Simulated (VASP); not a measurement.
A run of VASP 6.6.1 is set up as follows.

Contents of INCAR:

```
PREC     = Accurate       # precision mode
ENCUT    = 600            # plane-wave cutoff, eV
EDIFF    = 1E-6           # SCF threshold, eV
ISMEAR   = 0              # smearing method
SIGMA    = 0.02           # smearing width, eV
LREAL    = False          # projectors in reciprocal space
LASPH    = True           # aspherical terms in the spheres
NELM     = 120            # most SCF steps
ALGO     = Normal         # electronic algorithm
ISIF     = 2              # what is computed and relaxed
LWAVE    = False          # write WAVECAR
LCHARG   = False          # write CHGCAR
GGA      = PE             # functional
NBANDS   = 19             # bands
GGA_COMPAT= False
```

Contents of KPOINTS:

```
Automatic mesh
0
Gamma
  8 8 8
```

The input POSCAR:

```
ZrO2
1.0
    0.0000000000      2.5505826562      2.5505826562
    2.5505826562      0.0000000000      2.5505826562
    2.5505826562      2.5505826562      0.0000000000
Zr O
1 2
Direct
    0.0000000000      0.0000000000      0.0000000000
    0.2500000000      0.2500000000      0.2500000000
    0.7500000000      0.7500000000      0.7500000000
```

Potentials or basis: VASP PAW PBE potentials, release 64 (Zr_sv, O).

The run is started by

```bash
$ cat potpaw_PBE.64/Zr_sv/POTCAR potpaw_PBE.64/O/POTCAR > POTCAR
$ mpirun -np 1 vasp_std > vasp.out
```

(1) Estimate the band gap on the k mesh.

(2) What does it give for the pressure?

Results:

(1) 3.34 eV (least direct gap 3.77 eV).

(2) 2.2 GPa.
